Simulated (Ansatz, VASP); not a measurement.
## Al2BP3: VASP beside Ansatz

File INCAR:

```
ALGO = Normal ; EDIFF = 1E-6
EDIFFG = -0.01 ; ENCUT = 600
GGA = PE ; IBRION = 2
ISIF = 3 ; ISMEAR = 0
LASPH = True ; LCHARG = False
LREAL = False ; LWAVE = False
NELM = 80 ; NSW = 100
PREC = Accurate ; SIGMA = 0.1
```

Contents of KPOINTS:

```
k-points
0
Gamma
  12 12 10
```

The input POSCAR:

```
Al2BP3
1.0
    4.9836989804      0.0000000000      0.0000000000
   -2.4918494902      4.3160099218      0.0000000000
    0.0000000000      0.0000000000      4.3719903068
Al B P
2 1 3
Direct
    0.3333333333      0.6666666667      0.0000000000
    0.6666666667      0.3333333333      0.0000000000
    0.0000000000      0.0000000000      0.5000000000
    0.5000000000      0.0000000000      0.5000000000
    0.0000000000      0.5000000000      0.5000000000
    0.5000000000      0.5000000000      0.5000000000
```

Input for Ansatz:

```yaml
crystal:
  lattice:
    - [4.9836989804, 0.0, 0.0]
    - [-2.4918494902, 4.3160099218, 0.0]
    - [0.0, 0.0, 4.3719903068]
  atoms:
    - { symbol: Al, position: [0.3333333333, 0.6666666667, 0.0] }
    - { symbol: Al, position: [0.6666666667, 0.3333333333, 0.0] }
    - { symbol: B, position: [0.0, 0.0, 0.5] }
    - { symbol: P, position: [0.5, 0.0, 0.5] }
    - { symbol: P, position: [0.0, 0.5, 0.5] }
    - { symbol: P, position: [0.5, 0.5, 0.5] }
basis:
  ecutwfc: 420
kpoints:
  mp_grid: { grid: [12, 12, 10] }
hamiltonian:
  xc: pbe
scf:
  occupations: { method: gaussian, width: 0.1 }
output:
  forces: true
  stress: true
  eigenvalues: true
  write_density: true
  write_potential: true
  elf: true
  volumetric_format: npy
relax:
  adjacent_minimum: "off"
  f_tol: 0.01
  max_steps: 80
  cell: { stress_tol: 0.05 }
```

Alike in both runs: task relaxation of cell and atoms; functional PBE; k mesh 12 × 12 × 10; occupations gaussian, width 0.1 eV; no spin polarisation.

|  | VASP | Ansatz |
| --- | --- | --- |
| version | VASP 6.6.1 | Ansatz 0.2.0 |
| potentials or method | VASP PAW PBE potentials, release 64 (Al, B, P), cutoff 600 eV | scalar-relativistic, plane waves, PAW |
| valence electrons in the cell | 24 | 24 |

Ansatz gave:

* gap on the k mesh at the Fermi level, each at its own relaxed structure (eV): none
* relaxed volume (Å³/atom): 15.71
* relaxed cell length with the largest relative difference (Å): 4.928

Which values does VASP return?

gap on the k mesh at the Fermi level, each at its own relaxed structure (eV): none; relaxed volume (Å³/atom): 15.67; relaxed cell length with the largest relative difference (Å): 4.921.

A gap of «none» marks a metal or a gap that the smearing closes.
